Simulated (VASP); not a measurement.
# KCl (Sylvite) (Fm-3m) in VASP: notebook, part 2 of 2

VASP 6.6.1.

### Step 3. Relaxation of cell and atoms, PBEsol

This run uses another cell than the first one, of 31.15 Å³/atom, 1.024 times its volume.

INCAR

```
SYSTEM = KCl
PREC = Accurate ; ENCUT = 500
EDIFF = 1E-7 ; ISMEAR = 0
SIGMA = 0.02 ; LREAL = .False.
LASPH = .True. ; NELM = 120
ALGO = Normal ; ISIF = 3
LWAVE = .False. ; LCHARG = .False.
GGA = PS ; IBRION = 2
NSW = 100 ; EDIFFG = -0.005
GGA_COMPAT = .False. ; NELMIN = 4
```

KPOINTS

```
regular mesh
0
Gamma
  6 6 6
  0 0 0
```

POSCAR

```
KCl
1.0
    0.0000000000      3.1464700000      3.1464700000
    3.1464700000      0.0000000000      3.1464700000
    3.1464700000      3.1464700000      0.0000000000
K Cl
1 1
Direct
    0.0000000000      0.0000000000      0.0000000000
    0.5000000000      0.5000000000      0.5000000000
```

Potentials or basis: VASP PAW PBE potentials, release 64 (K_sv, Cl).

The run is started by

```
cat potpaw_PBE.64/K_sv/POTCAR potpaw_PBE.64/Cl/POTCAR > POTCAR
mpirun -np 1 vasp_std > vasp.out
```

OUTCAR:

```text
SYSTEM = KCl
   PREC = Accurate
   ENCUT = 500
   EDIFF = 1E-7
   ISMEAR = 0
   LREAL = .False.
   LASPH = .True.
   NELM = 120
   ISIF = 3
   GGA = PS
   IBRION = 2
   NSW = 100
   EDIFFG = -0.005
   NELMIN = 4

 ion  position               nearest neighbor table
   1  0.000  0.000  0.000-   2 3.15   2 3.15   2 3.15   2 3.15   2 3.15   2 3.15
   2  0.500  0.500  0.500-   1 3.15   1 3.15   1 3.15   1 3.15   1 3.15   1 3.15

  LATTYP: Found a face centered cubic cell.
 ALAT       =     6.2929400000

  Lattice vectors:

 A1 = (   0.0000000000,   3.1464700000,   3.1464700000)
 A2 = (   3.1464700000,   0.0000000000,   3.1464700000)
[... 175 lines left out ...]
  -------------------------------------------------------------------------------------
  Total       -0.1460993     -0.1460993     -0.1460993      0.0000000     -0.0000000     -0.0000000
  in kB       -3.7571453     -3.7571453     -3.7571453      0.0000000     -0.0000000     -0.0000000
  external PRESSURE =      -3.7571453 kB  Pullay stress =       0.0000000 kB
[... 95 lines left out ...]
--------------------------------------- Ionic step        4  -------------------------------------------

 number of electron      16.0000000 magnetization

 Free energy of the ion-electron system (eV)
  ---------------------------------------------------
  ext. energy  EPLUGINS =         0.00000000
  ---------------------------------------------------
  free energy    TOTEN  =        -7.02357918 eV

  energy without entropy =       -7.02357918  energy(sigma->0) =       -7.02357918

 E-fermi :  -1.6928     XC(G=0):  -7.8129

 val. band max:       -1.8203549419   @ k =   0.0000   0.0000   0.0000
 cond. band min:       3.2705467297   @ k =   0.0000   0.0000   0.0000
 fundamental gap:      5.0909016715
 Fermi energy:        -1.6928049108

 k-point     1 :       0.0000    0.0000    0.0000
  band No.  band energies     occupation
      1     -28.8135      2.00000
      2     -13.9367      2.00000
      3     -12.3404      2.00000
      4     -12.3404      2.00000
      5     -12.3404      2.00000
      6      -1.8204      2.00000
      7      -1.8204      2.00000
      8      -1.8204      2.00000
      9       3.2705      0.00000
     10       6.4816      0.00000
     11       6.4816      0.00000
     12       6.4816      0.00000
[... 252 lines left out ...]
  FREE ENERGIE OF THE ION-ELECTRON SYSTEM (eV)
  ---------------------------------------------------
  free  energy   TOTEN  =        -7.0235791814 eV

  energy  without entropy=       -7.0235791814  energy(sigma->0) =       -7.02357918

 reached required accuracy - stopping structural energy minimisation
```

OSZICAR:

```text
N       E                     dE             d eps       ncg     rms          rms(c)
DAV:   1     0.103546394839E+03    0.10355E+03   -0.70913E+03   384   0.116E+03
DAV:   2    -0.994799941383E+00   -0.10454E+03   -0.96599E+02   488   0.275E+02
DAV:   3    -0.704015887219E+01   -0.60454E+01   -0.60115E+01   480   0.608E+01
[... 35 lines left out ...]
DAV:   2    -0.702362389142E+01    0.23768E-03   -0.57190E-04   464   0.221E-01    0.402E-02
DAV:   3    -0.702357396973E+01    0.49922E-04   -0.15136E-04   644   0.106E-01    0.313E-02
DAV:   4    -0.702357657701E+01   -0.26073E-05   -0.70256E-06   716   0.160E-02    0.153E-02
DAV:   5    -0.702357924220E+01   -0.26652E-05   -0.48340E-06   676   0.117E-02    0.243E-03
DAV:   6    -0.702357918137E+01    0.60834E-07   -0.14799E-07   392   0.407E-03
   4 F= -.70235792E+01 E0= -.70235792E+01  d E =-.160320E-02
```

Wall time 14 s (1 thread of Intel Xeon 6975P-C (Granite Rapids), shared host); peak memory 0.18 GiB.

Results:

```
Free energy                            : -7.0236 eV
Relaxed volume                         : 30.49 Å³/atom
Relaxed cell                           : a = 4.418 Å, b = 4.418 Å, c = 4.418 Å, α = 60.00°, β = 60.00°, γ = 60.00°
Space group after relaxing (to 0.05 Å) : Fm-3m (No. 225)
Energy gained by relaxing              : 0.8 meV/atom
Ionic steps                            : 4
Pressure after relaxing                : 0.0 GPa
Band gap on the k mesh                 : 5.09 eV, direct
```

The path:
```tsv
step	energy change (eV)	largest force (eV/Å)	pressure (GPa)	volume (Å³)
1	0.0000	0.0000	-0.38	62.30
2	-0.0012	0.0000	-0.20	61.65
3	-0.0016	0.0000	-0.03	61.08
4	-0.0016	0.0000	0.00	60.98
```

Final structure:
```
CELL_PARAMETERS angstrom
0.00000 3.12413 3.12413
3.12413 0.00000 3.12413
3.12413 3.12413 0.00000
ATOMIC_POSITIONS crystal
K 0.00000 0.00000 0.00000
Cl 0.50000 0.50000 0.50000
```

Caveat: the PAW data sets were made with another functional, which shifts forces and pressure a little. PBEsol gaps usually lie below the measured ones, often by a third to a half.

### Step 4. Relaxation of cell and atoms, PBEsol, target pressure 5 GPa, at which the enthalpy is minimised

This run uses another cell than the first one, of 25.55 Å³/atom, 0.840 times its volume.

INCAR

```
SYSTEM = KCl
PREC = Accurate
ENCUT = 500
EDIFF = 1E-7
ISMEAR = 0
SIGMA = 0.01
LREAL = .FALSE.
LASPH = .TRUE.
NELM = 120
ALGO = Normal
ISIF = 3
LWAVE = .FALSE.
LCHARG = .FALSE.
GGA = PS
IBRION = 2
NSW = 80
EDIFFG = -0.001
PSTRESS = 50.0
GGA_COMPAT = .FALSE.
NELMIN = 4
```

KPOINTS

```
regular mesh
0
G
  8 8 8
  0 0 0
```

POSCAR

```
KCl
1.0
    0.0000000000      2.9451216824      2.9451216824
    2.9451216824      0.0000000000      2.9451216824
    2.9451216824      2.9451216824      0.0000000000
K Cl
1 1
Direct
    0.0000000000      0.0000000000      0.0000000000
    0.5000000000      0.5000000000      0.5000000000
```

Potentials or basis: VASP PAW PBE potentials, release 64 (K_sv, Cl).

The run is started by

```
cat potpaw_PBE.64/K_sv/POTCAR potpaw_PBE.64/Cl/POTCAR > POTCAR
mpirun -np 1 vasp_std > vasp.out
```

OUTCAR:

```text
SYSTEM = KCl
   PREC = Accurate
   ENCUT = 500
   EDIFF = 1E-7
   ISMEAR = 0
   LREAL = .FALSE.
   LASPH = .TRUE.
   NELM = 120
   ISIF = 3
   GGA = PS
   IBRION = 2
   NSW = 80
   EDIFFG = -0.001
   PSTRESS = 50.0
   NELMIN = 4

 ion  position               nearest neighbor table
   1  0.000  0.000  0.000-   2 2.95   2 2.95   2 2.95   2 2.95   2 2.95   2 2.95
   2  0.500  0.500  0.500-   1 2.95   1 2.95   1 2.95   1 2.95   1 2.95   1 2.95

  LATTYP: Found a face centered cubic cell.
 ALAT       =     5.8902433648

  Lattice vectors:

[... 591 lines left out ...]
     11       9.8285      0.00000
     12       9.8552      0.00000

 [... further k-points ...]
[... 5 lines left out ...]
  --------------------------------------------------------------------------------------
  -------------------------------------------------------------------------------------
  Total        1.5998543      1.5998543      1.5998543      0.0000000      0.0000000      0.0000000
  in kB       50.0356227     50.0356227     50.0356227      0.0000000      0.0000000      0.0000000
  external PRESSURE =       0.0356227 kB  Pullay stress =      50.0000000 kB

 VOLUME and BASIS-vectors are now :
 -----------------------------------------------------------------------------
  energy-cutoff  :      500.00
  volume of cell :       51.23
      direct lattice vectors                 reciprocal lattice vectors
    -0.000000000  2.947772081  2.947772081    -0.169619627  0.169619627  0.169619627
     2.947772081  0.000000000  2.947772081     0.169619627 -0.169619627  0.169619627
     2.947772081  2.947772081  0.000000000     0.169619627  0.169619627 -0.169619627

 POSITION                                       TOTAL-FORCE (eV/Angst)
 -----------------------------------------------------------------------------------
      2.94777      2.94777      0.00000         0.000000     -0.000000     -0.000000
      2.94777      2.94777      2.94777        -0.000000      0.000000      0.000000
 -----------------------------------------------------------------------------------
    total drift:                                0.000000      0.000000      0.000000

  FREE ENERGIE OF THE ION-ELECTRON SYSTEM (eV)
  ---------------------------------------------------
  free  energy   TOTEN  =        -6.8916809925 eV

  energy  without entropy=       -6.8916809925  energy(sigma->0) =       -6.89168099

  enthalpy is  TOTEN    =        -5.2929657284 eV   P V=        1.5987152641

 reached required accuracy - stopping structural energy minimisation
```

CONTCAR:

```text
KCl
   1.00000000000000
    -0.0000000000000000    2.9477720814071482    2.9477720814071482
     2.9477720814071482    0.0000000000000000    2.9477720814071482
     2.9477720814071482    2.9477720814071482    0.0000000000000000
  K               Cl
     1     1
Direct
     0.0000000000000000    0.0000000000000000    1.0000000000000000
     0.5000000000000000    0.5000000000000000    0.5000000000000000

  0.00000000E+00  0.00000000E+00  0.00000000E+00
  0.00000000E+00  0.00000000E+00  0.00000000E+00
```

Run time: 14 s. Hardware: 1 thread of Intel Xeon 6975P-C (Granite Rapids), shared host; peak memory 0.17 GiB.

Results:

```
Free energy                                            : -6.8917 eV
Relaxed volume                                         : 25.61 Å³/atom
Relaxed cell                                           : a = 4.169 Å, b = 4.169 Å, c = 4.169 Å, α = 60.00°, β = 60.00°, γ = 60.00°
Space group after relaxing (to 0.05 Å)                 : Fm-3m (No. 225)
Energy change on relaxing (the enthalpy is what falls) : -2.2 meV/atom
Ionic steps                                            : 2
Pressure after relaxing                                : 5.0 GPa
Band gap on the k mesh                                 : 5.72 eV, direct
```

Step by step:
| step | energy change (eV) | largest force (eV/Å) | pressure (GPa) | volume (Å³) |
| --- | --- | --- | --- | --- |
| 1 | 0.0000 | 0.0000 | 5.12 | 51.09 |
| 2 | -0.0044 | 0.0000 | 5.00 | 51.23 |

Final structure:
```xyz
2
Lattice="0.0000 2.9478 2.9478 2.9478 0.0000 2.9478 2.9478 2.9478 0.0000" Properties=species:S:1:pos:R:3 pbc="T T T"
K     2.9478    2.9478    0.0000
Cl    2.9478    2.9478    2.9478
```

Caveat: the cell is relaxed towards a set pressure, so the enthalpy falls and the energy may rise; the PAW data sets were made with another functional, which shifts forces and pressure a little.

### Step 5. Overview

```csv
cell,k mesh,smearing,gap on the mesh (eV),pressure (GPa)
"relaxed to 5 GPa from a = 4.415 Å, angles 60.0°, 2 atoms",6 × 6 × 6,gaussian 0.01 eV,5.72,5.0
"relaxed from a = 4.450 Å, angles 60.0°, 2 atoms",6 × 6 × 6,gaussian 0.02 eV,5.09,0.0
"relaxed to 5 GPa from a = 4.165 Å, angles 60.0°, 2 atoms",8 × 8 × 8,gaussian 0.01 eV,5.72,5.0
```

Alike in all rows: task relaxation of cell and atoms; level PBEsol; potentials or basis VASP PAW PBE potentials, release 64 (K_sv, Cl); no spin polarisation; cutoff (eV) 500.

Caveats: the PAW data sets were made with another functional, which shifts forces and pressure a little; the cell is relaxed towards a set pressure, so the enthalpy falls and the energy may rise (some runs); the volume moved by over 15 % at a fixed basis, so the end points are rough (some runs).

Total energies depend on the potentials used, so only differences within one code and one set of settings carry meaning.
